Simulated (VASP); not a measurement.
# C (R-3m) in VASP: electric field gradients with PBEsol

Aim: the electric field gradients of C with PBEsol.

All numbers are computed with VASP 6.6.1; they aren't measurements. Logs are shortened: lines on timing, memory, paths and dates and some standing lists are left out, and cuts for length are marked.

### Step 1. The cell of the first run

Symmetry: R-3m, No. 166, trigonal system. The conventional cell has a = 2.485 Å, b = 2.485 Å, c = 33.450 Å, α = 90.00°, β = 90.00°, γ = 120.00°. C (site symmetry 3m) has 3 C at 1.43 Å within 1.9 Å. Within 1.9 Å of C (site symmetry 3m) lie 3 C at 1.43 Å.

### Step 2. Electric field gradients, PBEsol (equal xx and yy strain of +1 %)

The input, INCAR:

```
SYSTEM = C
  ALGO = Normal
  EDIFF = 1E-8
  ENCUT = 520
  GGA = PS
  GGA_COMPAT = .False.
  ISIF = 2
  ISMEAR = -1
  KPAR = 8
  LASPH = .True.
  LCHARG = .False.
  LEFG = .True.
  LREAL = .False.
  LWAVE = .False.
  NBANDS = 16
  NELM = 120
  PREC = Accurate
  SIGMA = 0.08
```

The input, KPOINTS:

```
k-points
0
Gamma
  15 15 15
  0 0 0
```

The input, POSCAR:

```
C
1.0
    1.2422994548      0.7172419246     11.1500000000
   -1.2422994548      0.7172419246     11.1500000000
    0.0000000000     -1.4344838493     11.1500000000
C
4
Direct
    0.0500000000      0.0500000000      0.0500000000
    0.9500000000      0.9500000000      0.9500000000
    0.2830000000      0.2830000000      0.2830000000
    0.7170000000      0.7170000000      0.7170000000
```

Potentials or basis: VASP PAW PBE potentials, release 64 (C).

Started as:

```sh
cat potpaw_PBE.64/C/POTCAR > POTCAR
mpirun -np 8 vasp_std > vasp.out
```

OUTCAR:

```text
SYSTEM = C
   EDIFF = 1E-8
   ENCUT = 520
   GGA = PS
   ISIF = 2
   ISMEAR = -1
   LASPH = .True.
   LREAL = .False.
   NELM = 120
   PREC = Accurate

 ion  position               nearest neighbor table
   1  0.050  0.050  0.050-   4 1.43   4 1.43   4 1.43
   2  0.950  0.950  0.950-   3 1.43   3 1.43   3 1.43
   3  0.283  0.283  0.283-   2 1.43   2 1.43   2 1.43
   4  0.717  0.717  0.717-   1 1.43   1 1.43   1 1.43

  LATTYP: Found a trigonal (rhomboedric) cell.
 ALAT       =    11.2418968112
 COS(alpha) =     0.9755767533

  Lattice vectors:

 A1 = (   1.2422994548,   0.7172419246,  11.1500000000)
 A2 = (  -1.2422994548,   0.7172419246,  11.1500000000)
 A3 = (   0.0000000000,  -1.4344838493,  11.1500000000)

Analysis of symmetry for initial positions (statically):
=====================================================================
 Subroutine PRICEL returns:
 Original cell was already a primitive cell.

 Routine SETGRP: Setting up the symmetry group for a
 trigonal (rhombohedral) supercell.

 Subroutine GETGRP returns: Found 12 space group operations
 (whereof 12 operations were pure point group operations)
 out of a pool of 12 trial point group operations.

The static configuration has the point symmetry D_3d.

Analysis of symmetry for dynamics (positions and initial velocities):
=====================================================================
 Subroutine PRICEL returns:
 Original cell was already a primitive cell.

 Routine SETGRP: Setting up the symmetry group for a
 trigonal (rhombohedral) supercell.

 Subroutine GETGRP returns: Found 12 space group operations
 (whereof 12 operations were pure point group operations)
 out of a pool of 12 trial point group operations.

The dynamic configuration has the point symmetry D_3d.

 Subroutine INISYM returns: Found 12 space group operations
 (whereof 12 operations are pure point group operations),
 and found     1 'primitive' translations

----------------------------------------------------------------------------------------

                                     Primitive cell

  volume of cell :      59.6099

  direct lattice vectors                    reciprocal lattice vectors
     1.242299455  0.717241925 11.150000000     0.402479449  0.232371618  0.029895366
    -1.242299455  0.717241925 11.150000000    -0.402479449  0.232371618  0.029895366
     0.000000000 -1.434483849 11.150000000     0.000000000 -0.464743236  0.029895366

  length of vectors
    11.241896811 11.241896811 11.241896811     0.465703778  0.465703778  0.465703778

  position of ions in fractional coordinates (direct lattice)
     0.050000000  0.050000000  0.050000000
     0.950000000  0.950000000  0.950000000
     0.283000000  0.283000000  0.283000000
     0.717000000  0.717000000  0.717000000

  ion indices of the primitive-cell ions
   primitive index   ion index
                 1           1
                 2           2
                 3           3
                 4           4

----------------------------------------------------------------------------------------

 KPOINTS: k-points

Automatic generation of k-mesh.
 Grid dimensions read from file:
 generate k-points for:   15   15   15

 Generating k-lattice:

  Cartesian coordinates                     Fractional coordinates (reciprocal lattice)
     0.026831963  0.015491441  0.001993024     0.066666667 -0.000000000  0.000000000
    -0.026831963  0.015491441  0.001993024    -0.000000000  0.066666667  0.000000000
     0.000000000 -0.030982882  0.001993024     0.000000000  0.000000000  0.066666667

  Length of vectors
     0.031046919  0.031046919  0.031046919

[... 37 lines left out ...]
   total plane-waves  NPLWV = 592704
   dimension x,y,z NGX =    84 NGY =   84 NGZ =   84
   dimension x,y,z NGXF=   168 NGYF=  168 NGZF=  168
   ions per type =               4
   NGX,Y,Z   is equivalent  to a cutoff of  12.42, 12.42, 12.42 a.u.
   NGXF,Y,Z  is equivalent  to a cutoff of  24.84, 24.84, 24.84 a.u.
 SYSTEM =  C
   PREC   = accura    normal or accurate (medium, high low for compatibility)
   ISTART =      0    job   : 0-new  1-cont  2-samecut
   ICHARG =      2    charge: 1-file 2-atom 10-const
   ISPIN  =      1    spin polarized calculation?
   LNONCOLLINEAR =      F non collinear calculations
   LSORBIT =      F    spin-orbit coupling
   LASPH  =      T    aspherical Exc in radial PAW
   ENCUT  =  520.0 eV  38.22 Ry    6.18 a.u.  20.90 20.90 20.90*2*pi/ulx,y,z
   NELM   =    120;   NELMIN=  2; NELMDL= -5     # of ELM steps
   EDIFF  = 0.1E-07   stopping-criterion for ELM
   LREAL  =      F    real-space projection
   EDIFFG = 0.1E-06   stopping-criterion for IOM
   NSW    =      0    number of steps for IOM
   IBRION =     -1    ionic relax: 0-MD 1-quasi-New 2-CG
   NFREE  =      0    steps in history (QN), initial steepest desc. (CG)
   ISIF   =      2    stress and relaxation
   ISYM   =      2    0-nonsym 1-usesym 2-fastsym
   POTIM  = 0.5000    time-step for ionic-motion
   TEBEG  =    0.0;   TEEND  =   0.0 temperature during run
   PSTRESS=    0.0 pullay stress
   NELECT =      16.0000    total number of electrons
   NUPDOWN=      -1.0000    fix difference up-down
   EMIN   =  10.00;   EMAX   =-10.00  energy-range for DOS
   EFERMI =   0.00;   METHOD = LEGACY
   ISMEAR =    -1;   SIGMA  =   0.08  broadening in eV -4-tet -1-fermi 0-gaus
   EFERMI_NEDOS =   21; number of points for ismear=-14 and -15
   IALGO  =     38    algorithm
   IMIX   =      4    mixing-type and parameters
     AMIX     =   0.40;   BMIX     =  1.00
     AMIX_MAG =   1.60;   BMIX_MAG =  1.00
  volume/ion in A,a.u.               =      14.90       100.57
  Fermi-wavevector in a.u.,A,eV,Ry     =   1.056028  1.995604 15.173153  1.115195
  Thomas-Fermi vector in A             =   2.191248
   LORBIT       =      0    0 simple, 1 ext, 2 COOP (PROOUT), +10 PAW based schemes
   GGA     = PS    functional components
   LHFCALC =     F    Hartree Fock is set to
   AEXX    =    0.0000 exact exchange contribution
   IVDW    =     0    specifies the selected vdW correction
   LEPSILON=     F    determine dielectric tensor
   LRPA    =     F    only Hartree local field effects (RPA)
 non-spin polarized calculation
  energy-cutoff  :      520.00
  volume of cell :       59.61
 maximum number of plane-waves:      1629
   NGX = 41   NGY = 41   NGZ = 41

 number of electron      16.0000000 magnetization

 Free energy of the ion-electron system (eV)
  ---------------------------------------------------
  ext. energy  EPLUGINS =         0.00000000
  ---------------------------------------------------
  free energy    TOTEN  =       -38.54152917 eV

  energy without entropy =      -38.53937536  energy(sigma->0) =      -38.54045226

 E-fermi :   0.9382     XC(G=0):  -6.9268

 val. band max:        0.9377503058   @ k =  -0.2667   0.4000   0.0667
 cond. band min:       1.3047870951   @ k =  -0.3333   0.3333   0.0000
 fundamental gap:      0.3670367892
 Fermi energy:         0.9381761096

 k-point     1 :       0.0000    0.0000    0.0000
  band No.  band energies     occupation
      1     -18.4268      2.00000
      2     -18.2703      2.00000
      3      -7.0426      2.00000
      4      -6.0332      2.00000
      5      -2.0603      2.00000
      6      -2.0603      2.00000
[... 433 lines left out ...]
      3      -6.1716      2.00000
      4      -5.1932      2.00000
      5      -4.4433      2.00000
      6      -4.4147      2.00000
[... 8 lines left out ...]
     15      10.0103      0.00000
     16      11.3084      0.00000

 [... further k-points ...]

------------------------ aborting loop because EDIFF is reached ----------------------------------------

  FORCE on cell =-STRESS in cart. coord.  units (eV):
  Direction    XX          YY          ZZ          XY          YZ          ZX
  --------------------------------------------------------------------------------------
  -------------------------------------------------------------------------------------
  Total       -2.5986460     -2.5986460      0.1179551      0.0000000     -0.0000000      0.0000000
  in kB      -69.8456921    -69.8456921      3.1703656      0.0000000     -0.0000000      0.0000000
  external PRESSURE =     -45.5070062 kB  Pullay stress =       0.0000000 kB

 VOLUME and BASIS-vectors are now :
 -----------------------------------------------------------------------------
  energy-cutoff  :      520.00
  volume of cell :       59.61
      direct lattice vectors                 reciprocal lattice vectors
     1.242299455  0.717241925 11.150000000     0.402479449  0.232371618  0.029895366
    -1.242299455  0.717241925 11.150000000    -0.402479449  0.232371618  0.029895366
     0.000000000 -1.434483849 11.150000000     0.000000000 -0.464743236  0.029895366

 POSITION                                       TOTAL-FORCE (eV/Angst)
 -----------------------------------------------------------------------------------
      0.00000     -0.00000      1.67250         0.000000     -0.000000      0.197435
      0.00000     -0.00000     31.77750         0.000000      0.000000     -0.197435
      0.00000     -0.00000      9.46635         0.000000     -0.000000      0.155317
      0.00000     -0.00000     23.98365         0.000000      0.000000     -0.155317
 -----------------------------------------------------------------------------------
    total drift:                               -0.000000     -0.000000     -0.000000

  FREE ENERGIE OF THE ION-ELECTRON SYSTEM (eV)
  ---------------------------------------------------
  free  energy   TOTEN  =       -38.5415291702 eV

  energy  without entropy=      -38.5393753579  energy(sigma->0) =      -38.54045226

 Electric field gradients (V/A^2)
---------------------------------------------------------------------
 ion       V_xx      V_yy      V_zz      V_xy      V_xz      V_yz
---------------------------------------------------------------------
   1     -15.177   -15.177    30.354     0.000    -0.000     0.000
   2     -15.177   -15.177    30.354    -0.000    -0.000     0.000
   3     -14.678   -14.678    29.356     0.000    -0.000     0.000
   4     -14.678   -14.678    29.356     0.000     0.000     0.000
---------------------------------------------------------------------

 Electric field gradients after diagonalization (V/A^2)
 (convention: |V_zz| > |V_xx| > |V_yy|)
----------------------------------------------------------------------
 ion       V_xx      V_yy      V_zz     asymmetry (V_yy - V_xx)/ V_zz
----------------------------------------------------------------------
   1     -15.177   -15.177    30.354       0.000
   2     -15.177   -15.177    30.354       0.000
   3     -14.678   -14.678    29.356       0.000
   4     -14.678   -14.678    29.356       0.000
----------------------------------------------------------------------

           NMR quadrupolar parameters

 Cq : quadrupolar parameter    Cq=e*Q*V_zz/h
 eta: asymmetry parameters     (V_yy - V_xx)/ V_zz
 Q  : nuclear electric quadrupole moment in mb (millibarn)
----------------------------------------------------------------------
 ion       Cq(MHz)       eta       Q (mb)
----------------------------------------------------------------------
   1       0.073       0.000       1.000
   2       0.073       0.000       1.000
   3       0.071       0.000       1.000
   4       0.071       0.000       1.000
----------------------------------------------------------------------
```

Wall time 25 min (8 MPI ranks of Intel Xeon Platinum 8375C at 2.90GHz (Ice Lake), shared host); peak memory 1.1 GiB.

Results:

```
Free energy                             : -38.5415 eV
Pressure                                : -4.6 GPa
Largest force                           : 0.197 eV/Å
Band gap on the k mesh                  : zero (filled and empty bands touch)
Largest electric field gradient by atom : C +30.4, +29.4 (each value once) V/Å²
```

Forces on the atoms (eV/Å):
```
C    0.000  0.000  0.197
C    0.000  0.000 -0.197
C    0.000  0.000  0.155
C    0.000  0.000 -0.155
```

Stress tensor (GPa, compression positive):
```
-6.98  0.00  0.00
 0.00 -6.98  0.00
 0.00  0.00  0.32
```

Electric field gradients, principal values (V/Å²):
```csv
atom,least,middle,greatest (by size)
1 C,-15.177,-15.177,30.354
2 C,-15.177,-15.177,30.354
3 C,-14.678,-14.678,29.356
4 C,-14.678,-14.678,29.356
```

Caveat: the cell differs from its parent crystal (equal xx and yy strain of +1 %); the stress differs along the axes, from -7 to 0 GPa; this functional lacks dispersion, which binds layers or chains, so the pressure and a relaxed spacing across them are unreliable; without QUAD_EFG the Cq values of the log hold for a quadrupole moment of 1 mb, not for the nuclei; the PAW data sets were made with another functional, which shifts forces and pressure a little.

The gap in the log of VASP goes by the Fermi energy; the results here count the filled bands.